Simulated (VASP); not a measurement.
H6C3O, 30 atoms in the cell. The cell holds an amorphous packing of atoms, 30 atoms: a = 7.542 Å, b = 7.542 Å, c = 7.542 Å, α = 90.00°, β = 90.00°, γ = 90.00°. 

| Property | Result |
| --- | --- |
| Program | VASP 6.6.1 |
| Task | single point |
| Functional | PBE |
| Dispersion | D3(BJ) |
| Potentials or basis | VASP PAW PBE potentials, release 64 (O, C, H) |
| Cutoff | 520 eV |
| k mesh | 1 × 1 × 1 |
| Occupations | fermi-dirac, width 0.02 eV |
| Spin | no spin polarisation |
| Dipole correction | no |
| Further INCAR settings | LREAL = Auto; ALGO = Normal; EDIFF = 1e-06; NBANDS = 57 |

Potentials or basis: VASP PAW PBE potentials, release 64 (O, C, H).

Command:

```bash
$ cat potpaw_PBE.64/O/POTCAR potpaw_PBE.64/C/POTCAR potpaw_PBE.64/H/POTCAR > POTCAR
$ mpirun -np 1 vasp_gam > vasp.out
```

Hardware: 1 thread of Intel(R) Xeon(R) Platinum 8259CL CPU @ 2.50GHz (Skylake/Cascade Lake) (shared host).

Task: How long does it take, and how much memory?

Result: Wall time 49 s on 1 thread of Intel(R) Xeon(R) Platinum 8259CL CPU @ 2.50GHz (Skylake/Cascade Lake) (shared host), peak memory 0.38 GiB. Counts: scf iterations 16, k points 1.
